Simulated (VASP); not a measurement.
Ag:

```
Ag
1.0
     0.00000    2.84497    2.84497
     2.84497    0.00000    2.84497
     2.84497    2.84497    0.00000
Ag
2
Direct
  0.12500 0.12500 0.12500
  0.87500 0.87500 0.87500
```

| Property | Result |
| --- | --- |
| Program | VASP 6.6.1 |
| Task | relaxation of cell and atoms |
| Functional | LDA |
| Potentials or basis | VASP PAW LDA potentials, release 64 (Ag) |
| Cutoff | 600 eV |
| k mesh | 10 × 10 × 10 |
| Occupations | fermi-dirac, width 0.1 eV |
| Spin | no spin polarisation |

At the start: pressure 9.0 GPa; volume 23.03 Å³/atom.

Question: How do energy, volume and symmetry change on relaxing?

Answer: Over 3 steps the energy falls by 75.0 meV/atom and the volume is 26.05 Å³/atom (+13.1 %); space group Fd-3m (No. 227, to 0.05 Å).

The path:
| step | energy change (eV) | largest force (eV/Å) | pressure (GPa) | volume (Å³) |
| --- | --- | --- | --- | --- |
| 1 | 0.0000 | 0.0000 | 9.04 | 46.05 |
| 2 | -0.1233 | 0.0000 | -2.55 | 55.27 |
| 3 | -0.1500 | 0.0000 | 0.05 | 52.10 |

Final structure:
```yaml
crystal:
  lattice:
    - [0.00000, 2.96434, 2.96434]
    - [2.96434, 0.00000, 2.96434]
    - [2.96434, 2.96434, 0.00000]
  atoms:
    - { symbol: Ag, position: [0.12500, 0.12500, 0.12500] }
    - { symbol: Ag, position: [0.87500, 0.87500, 0.87500] }
```
